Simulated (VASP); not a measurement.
Here is a VASP 6.6.1 calculation.

The input POSCAR:

```
BaTiO3
1.0
    3.7636721791      0.0000000000      0.0000000000
    0.0000000000      2.6613181200      2.6613181200
    0.0000000000     -2.6613181200      2.6613181200
Ba Ti O
1 1 3
Direct
    0.0000000000     -0.0040200000     -0.0040200000
    0.5000000000      0.4959800000      0.4959800000
    0.5000000000      0.9959800000      0.4959800000
    0.5000000000      0.4959800000      0.9959800000
    0.0000000000      0.4959800000      0.4959800000
```

Contents of INCAR.step1:

```
SYSTEM = BaTiO3
  PREC = Accurate
  ENCUT = 910
  ISMEAR = 0
  SIGMA = 0.02
  LREAL = .FALSE.
  LASPH = .TRUE.
  NELM = 200
  LMAXMIX = 4
  LDAU = .TRUE.
  LDAUTYPE = 2
  LDAUL = -1 2 -1
  LDAUU = 0 4 0
  LDAUJ = 0 0 0
  NBANDS = 28
  GGA = PE
  ALGO = Normal
  EDIFF = 1E-5
  LWAVE = .TRUE.
  LCHARG = .FALSE.
  GGA_COMPAT = .FALSE.
```

Contents of INCAR.step2:

```
SYSTEM = BaTiO3
  PREC = Accurate
  ENCUT = 910
  EDIFF = 1E-6
  ISMEAR = 0
  SIGMA = 0.02
  LREAL = .FALSE.
  LASPH = .TRUE.
  NELM = 200
  ALGO = Normal
  ISIF = 2
  LWAVE = .FALSE.
  LCHARG = .FALSE.
  LMAXMIX = 4
  LDAU = .TRUE.
  LDAUTYPE = 2
  LDAUL = -1 2 -1
  LDAUU = 0 4 0
  LDAUJ = 0 0 0
  LDAUPRINT = 1
  METAGGA = R2SCAN
  LMIXTAU = .TRUE.
  NBANDS = 28
  ISTART = 1
  GGA_COMPAT = .FALSE.
```

The input KPOINTS:

```
Automatic mesh
0
G
  6 6 6
  0 0 0
```

Potentials or basis: VASP PAW PBE potentials, release 64 (Ba_sv, Ti_sv, O_h).

The run is started by

```bash
$ cat potpaw_PBE.64/Ba_sv/POTCAR potpaw_PBE.64/Ti_sv/POTCAR potpaw_PBE.64/O_h/POTCAR > POTCAR
$ cp INCAR.step1 INCAR
$ mpirun -np 1 vasp_std > vasp.out
$ cp INCAR.step2 INCAR
$ mpirun -np 1 vasp_std > vasp.out
```

**Question.** What does it give for the pressure?

**Answer.** 57.0 GPa.

**Question.** Predict the band gap on the k mesh.

**Answer.** 3.09 eV.

Eigenvalues of the final occupation matrices:
```tsv
site	spin	trace	eigenvalues
site 2 d	1	0.88	0.11 0.11 0.11 0.28 0.28
site 2 d	2	0.88	0.11 0.11 0.11 0.28 0.28
```

Caveat: the cutoff is under 1.25 times the usual one of these potentials, so pressure, stress and relaxed cells hold a basis-set (Pulay) error; the cell stands under pressure; the PAW data sets were made with another functional, which shifts forces and pressure a little; spin-orbit coupling is left out, which moves the levels of the heavy elements. A k mesh can miss the band edges.
